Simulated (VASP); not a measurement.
# ZrN (Fm-3m) in VASP: further runs

The runs below take ZrN through single point, with PBE.

All numbers are computed with VASP 6.6.1; they aren't measurements. Logs are shortened: lines on timing, memory, paths and dates and some standing lists are left out, and cuts for length are marked.

## (1) The cell of the first run

Symmetry: Fm-3m, No. 225, cubic system. Conventional cell: a = 4.589 Å, b = 4.589 Å, c = 4.589 Å, α = 90.00°, β = 90.00°, γ = 90.00°. Within 3.0 Å of Zr (site symmetry m-3m) lie 6 N at 2.29 Å. Within 3.0 Å of N (site symmetry m-3m) lie 6 Zr at 2.29 Å.

## (2) Single point, PBE, non-collinear spin, zero start, spin-orbit coupling

The input, INCAR:

```
SYSTEM = ZrN
PREC = Accurate
ENCUT = 600
EDIFF = 1E-6
ISMEAR = 0
SIGMA = 0.1
LREAL = .False.
LASPH = .True.
NELM = 200
ALGO = Normal
ISIF = 2
LWAVE = .False.
LCHARG = .False.
LNONCOLLINEAR = .True.
MAGMOM = 0 0 0 0 0 0
LORBIT = 11
LSORBIT = .True.
GGA_COMPAT = .False.
LORBMOM = .True.
LMAXMIX = 4
GGA = PE
NBANDS = 29
```

The input, KPOINTS:

```
regular mesh
0
Gamma
  4 4 4
  0 0 0
```

The input, POSCAR:

```
ZrN
1.0
    0.0000000000      2.2942655869      2.2942655869
    2.2942655869      0.0000000000      2.2942655869
    2.2942655869      2.2942655869      0.0000000000
Zr N
1 1
Direct
    0.5000000000      0.5000000000      0.5000000000
    0.0000000000      0.0000000000      0.0000000000
```

Potentials or basis: VASP PAW PBE potentials, release 64 (Zr_sv, N).

The run is started by

```
$ cat potpaw_PBE.64/Zr_sv/POTCAR potpaw_PBE.64/N/POTCAR > POTCAR
$ mpirun -np 1 vasp_ncl > vasp.out
```

OUTCAR:

```text
SYSTEM = ZrN
   PREC = Accurate
   ENCUT = 600
   EDIFF = 1E-6
   ISMEAR = 0
   LREAL = .False.
   LASPH = .True.
   NELM = 200
   ISIF = 2
   LNONCOLLINEAR = .True.
   LORBIT = 11
   LSORBIT = .True.
   GGA = PE

 ion  position               nearest neighbor table
   1  0.500  0.500  0.500-   2 2.29   2 2.29   2 2.29   2 2.29   2 2.29   2 2.29
   2  0.000  0.000  0.000-   1 2.29   1 2.29   1 2.29   1 2.29   1 2.29   1 2.29

  LATTYP: Found a face centered cubic cell.
 ALAT       =     4.5885311738

  Lattice vectors:

 A1 = (   0.0000000000,   2.2942655869,   2.2942655869)
 A2 = (   2.2942655869,   0.0000000000,   2.2942655869)
 A3 = (   2.2942655869,   2.2942655869,   0.0000000000)

Analysis of symmetry for initial positions (statically):
=====================================================================
 Subroutine PRICEL returns:
 Original cell was already a primitive cell.

 Routine SETGRP: Setting up the symmetry group for a
 face centered cubic supercell.

 Subroutine GETGRP returns: Found 48 space group operations
 (whereof 48 operations were pure point group operations)
 out of a pool of 48 trial point group operations.

The static configuration has the point symmetry O_h .

Analysis of symmetry for dynamics (positions and initial velocities):
=====================================================================
 Subroutine PRICEL returns:
 Original cell was already a primitive cell.

 Routine SETGRP: Setting up the symmetry group for a
 face centered cubic supercell.

 Subroutine GETGRP returns: Found 48 space group operations
 (whereof 48 operations were pure point group operations)
 out of a pool of 48 trial point group operations.

The dynamic configuration has the point symmetry O_h .

Analysis of structural, dynamic, and magnetic symmetry:
=====================================================================
 Subroutine PRICEL returns:
 Original cell was already a primitive cell.

 Routine SETGRP: Setting up the symmetry group for a
 face centered cubic supercell.

 Subroutine GETGRP returns: Found 48 space group operations
 (whereof 48 operations were pure point group operations)
 out of a pool of 48 trial point group operations.

The overall configuration has the point symmetry O_h .

 Subroutine INISYM returns: Found 48 space group operations
 (whereof 48 operations are pure point group operations),
 and found     1 'primitive' translations

----------------------------------------------------------------------------------------

                                     Primitive cell

  volume of cell :      24.1524

  direct lattice vectors                    reciprocal lattice vectors
     0.000000000  2.294265587  2.294265587    -0.217934664  0.217934664  0.217934664
     2.294265587  0.000000000  2.294265587     0.217934664 -0.217934664  0.217934664
     2.294265587  2.294265587  0.000000000     0.217934664  0.217934664 -0.217934664

  length of vectors
     3.244581509  3.244581509  3.244581509     0.377473911  0.377473911  0.377473911

  position of ions in fractional coordinates (direct lattice)
     0.500000000  0.500000000  0.500000000
     0.000000000  0.000000000  0.000000000

  ion indices of the primitive-cell ions
   primitive index   ion index
                 1           1
                 2           2

----------------------------------------------------------------------------------------

 KPOINTS: regular mesh

Automatic generation of k-mesh.
 Grid dimensions read from file:
 generate k-points for:    4    4    4

 Generating k-lattice:

  Cartesian coordinates                     Fractional coordinates (reciprocal lattice)
    -0.054483666  0.054483666  0.054483666     0.250000000  0.000000000  0.000000000
     0.054483666 -0.054483666  0.054483666     0.000000000  0.250000000  0.000000000
[... 84 lines left out ...]

 number of electron      17.0000000 magnetization       0.0000000     -0.0000000     -0.0000000

 Free energy of the ion-electron system (eV)
  ---------------------------------------------------
  ext. energy  EPLUGINS =         0.00000000
  ---------------------------------------------------
  free energy    TOTEN  =       -20.42477341 eV

  energy without entropy =      -20.41492674  energy(sigma->0) =      -20.41985007

 E-fermi :  11.4868     XC(G=0): -12.4951

 val. band max:       11.3867797265   @ k =   0.5000   0.2500   0.0000
 cond. band min:      11.5054967408   @ k =   0.0000   0.0000   0.0000
 fundamental gap:      0.1187170143
 Fermi energy:        11.4868300235

 k-point     1 :       0.0000    0.0000    0.0000
  band No.  band energies     occupation
      1     -37.6835      1.00000
      2     -37.6835      1.00000
      3     -16.4878      1.00000
      4     -16.4878      1.00000
      5     -14.7299      1.00000
      6     -14.7299      1.00000
[... 245 lines left out ...]
     28      23.3846      0.00000
     29      23.7588      0.00000

------------------------ aborting loop because EDIFF is reached ----------------------------------------

  FORCE on cell =-STRESS in cart. coord.  units (eV):
  Direction    XX          YY          ZZ          XY          YZ          ZX
  --------------------------------------------------------------------------------------
  -------------------------------------------------------------------------------------
  Total        0.2146651      0.2146651      0.2146651     -0.0000000      0.0000000      0.0000000
  in kB       14.2400332     14.2400332     14.2400332     -0.0000000      0.0000000      0.0000000
  external PRESSURE =      14.2400332 kB  Pullay stress =       0.0000000 kB

 VOLUME and BASIS-vectors are now :
 -----------------------------------------------------------------------------
  energy-cutoff  :      600.00
  volume of cell :       24.15
      direct lattice vectors                 reciprocal lattice vectors
     0.000000000  2.294265587  2.294265587    -0.217934664  0.217934664  0.217934664
     2.294265587  0.000000000  2.294265587     0.217934664 -0.217934664  0.217934664
     2.294265587  2.294265587  0.000000000     0.217934664  0.217934664 -0.217934664

 POSITION                                       TOTAL-FORCE (eV/Angst)
 -----------------------------------------------------------------------------------
      2.29427      2.29427      2.29427         0.000000      0.000000     -0.000000
      0.00000      0.00000      0.00000         0.000000      0.000000      0.000000
 -----------------------------------------------------------------------------------
    total drift:                                0.000000      0.000000      0.000000

  FREE ENERGIE OF THE ION-ELECTRON SYSTEM (eV)
  ---------------------------------------------------
  free  energy   TOTEN  =       -20.4247734076 eV

  energy  without entropy=      -20.4149267403  energy(sigma->0) =      -20.41985007

 orbital moment (x)

 # of ion     p       d       tot
 ----------------------------------------
  1         0.000   0.000   0.000
  2         0.000   0.000   0.000
 ----------------------------------------
            0.000   0.000   0.000

 orbital moment (y)

 # of ion     p       d       tot
 ----------------------------------------
  1         0.000  -0.000  -0.000
  2         0.000   0.000   0.000
 ----------------------------------------
            0.000  -0.000  -0.000

 orbital moment (z)

 # of ion     p       d       tot
 ----------------------------------------
  1         0.000   0.000   0.000
  2         0.000   0.000   0.000
 ----------------------------------------
            0.000   0.000   0.000

 Spin-Orbit-Coupling matrix elements

 Ion:    1  E_soc:     -0.1373715
 l=   1
     0.0000000    -0.0222808    -0.0222808
    -0.0222808     0.0000000    -0.0222808
    -0.0222808    -0.0222808     0.0000000
 l=   2
     0.0000000    -0.0002112     0.0000000    -0.0002112    -0.0004032
    -0.0002112     0.0000000    -0.0003024    -0.0002112    -0.0001008
     0.0000000    -0.0003024     0.0000000    -0.0003024     0.0000000
    -0.0002112    -0.0002112    -0.0003024     0.0000000    -0.0001008
    -0.0004032    -0.0001008     0.0000000    -0.0001008     0.0000000
 l=   3
     0.0000000     0.0000000     0.0000000     0.0000000     0.0000000     0.0000000     0.0000000
     0.0000000     0.0000000     0.0000000     0.0000000     0.0000000     0.0000000     0.0000000
     0.0000000     0.0000000     0.0000000     0.0000000     0.0000000     0.0000000     0.0000000
     0.0000000     0.0000000     0.0000000     0.0000000     0.0000000     0.0000000     0.0000000
     0.0000000     0.0000000     0.0000000     0.0000000     0.0000000     0.0000000     0.0000000
     0.0000000     0.0000000     0.0000000     0.0000000     0.0000000     0.0000000     0.0000000
     0.0000000     0.0000000     0.0000000     0.0000000     0.0000000     0.0000000     0.0000000

 Ion:    2  E_soc:     -0.0001572
 l=   1
     0.0000000    -0.0000262    -0.0000262
    -0.0000262     0.0000000    -0.0000262
    -0.0000262    -0.0000262     0.0000000
 l=   2
     0.0000000     0.0000000     0.0000000     0.0000000     0.0000000
     0.0000000     0.0000000     0.0000000     0.0000000     0.0000000
     0.0000000     0.0000000     0.0000000     0.0000000     0.0000000
     0.0000000     0.0000000     0.0000000     0.0000000     0.0000000
     0.0000000     0.0000000     0.0000000     0.0000000     0.0000000
 l=   3
     0.0000000     0.0000000     0.0000000     0.0000000     0.0000000     0.0000000     0.0000000
     0.0000000     0.0000000     0.0000000     0.0000000     0.0000000     0.0000000     0.0000000
     0.0000000     0.0000000     0.0000000     0.0000000     0.0000000     0.0000000     0.0000000
     0.0000000     0.0000000     0.0000000     0.0000000     0.0000000     0.0000000     0.0000000
     0.0000000     0.0000000     0.0000000     0.0000000     0.0000000     0.0000000     0.0000000
     0.0000000     0.0000000     0.0000000     0.0000000     0.0000000     0.0000000     0.0000000
     0.0000000     0.0000000     0.0000000     0.0000000     0.0000000     0.0000000     0.0000000

 total charge

# of ion       s       p       d       tot
------------------------------------------
    1        2.162   6.032   1.659   9.853
    2        1.240   2.465   0.000   3.705
--------------------------------------------------
tot          3.402   8.497   1.659  13.558

 magnetization (x)

# of ion       s       p       d       tot
------------------------------------------
    1        0.000   0.000   0.000   0.000
    2        0.000  -0.000   0.000  -0.000
--------------------------------------------------
tot          0.000  -0.000   0.000  -0.000

 magnetization (y)

# of ion       s       p       d       tot
------------------------------------------
    1       -0.000   0.000   0.000  -0.000
    2       -0.000  -0.000   0.000  -0.000
--------------------------------------------------
tot         -0.000  -0.000   0.000  -0.000

 magnetization (z)

# of ion       s       p       d       tot
------------------------------------------
    1        0.000   0.000   0.000   0.000
    2        0.000   0.000   0.000   0.000
--------------------------------------------------
tot          0.000   0.000   0.000   0.000
```

Wall time 57 s (1 thread of Intel Xeon 8259CL, shared host); peak memory 0.24 GiB.

Results:

| Item | Value |
| --- | --- |
| Free energy | -20.4248 eV |
| Pressure | 1.4 GPa |
| Net moment | 0.00 μB per cell |
| Valence electrons inside the program's atomic spheres | Zr 9.85; N 3.71 |

Moments on the atoms (μB; x, y, z):
```
Zr  0.00 0.00 0.00
N   0.00 0.00 0.00
```

Caveat: the k points lie up to 0.59 Å⁻¹ apart.

## (3) Single point, PBE, collinear spin

The input, INCAR:

```
SYSTEM = ZrN
ALGO = Normal
EDIFF = 1E-6
ENCUT = 600
GGA = PE
GGA_COMPAT = .False.
ISIF = 2
ISMEAR = 1
ISPIN = 2
LASPH = .True.
LCHARG = .False.
LMAXMIX = 4
LORBIT = 11
LREAL = .False.
LWAVE = .False.
MAGMOM = 0.1 0
NBANDS = 20
NELM = 200
PREC = Accurate
SIGMA = 0.13
```

The input, KPOINTS:

```
k-points
0
Gamma
  8 8 8
  0 0 0
```

POSCAR is that of step 2.

Potentials or basis: VASP PAW PBE potentials, release 64 (Zr_sv, N).

The run is started by

```
$ cat potpaw_PBE.64/Zr_sv/POTCAR potpaw_PBE.64/N/POTCAR > POTCAR
$ mpirun -np 1 vasp_std > vasp.out
```

It took 72 s on 1 thread of Intel Xeon 8259CL, shared host; peak memory 0.19 GiB.

It converged, with:

```yaml
Free_energy: -20.3516 eV
Pressure: 1.4 GPa
Net_moment: 0.00 μB per cell
Valence_electrons_inside_the_program's_atomic_spheres: Zr 9.86; N 3.71
```

Levels at points of the mesh, in eV from the Fermi level:
Spin up:
```
           k point  band 5  band 6  band 7  band 8  band 9  band 10  band 11  band 12  band 13  band 14
(0.00, 0.00, 0.00)  -16.25   -2.64   -2.64   -2.64   -0.40    -0.40    -0.40     1.58     1.58     2.86
(0.50, 0.00, 0.00)  -14.06   -7.64   -5.67   -5.67    3.01     3.07     3.07     4.74     7.69     7.69
(0.50, 0.50, 0.00)  -15.71   -4.55   -3.47   -3.14   -3.14     3.36     4.51     4.51     4.93     9.04
```
Spin down:
```tsv
k point	band 7	band 8	band 9	band 10	band 11	band 12
(0.00, 0.00, 0.00)	-2.64	-2.64	-0.40	-0.40	-0.40	1.58
(0.50, 0.00, 0.00)	-5.67	-5.67	3.01	3.07	3.07	4.74
(0.50, 0.50, 0.00)	-3.47	-3.14	-3.14	3.36	4.51	4.51
```
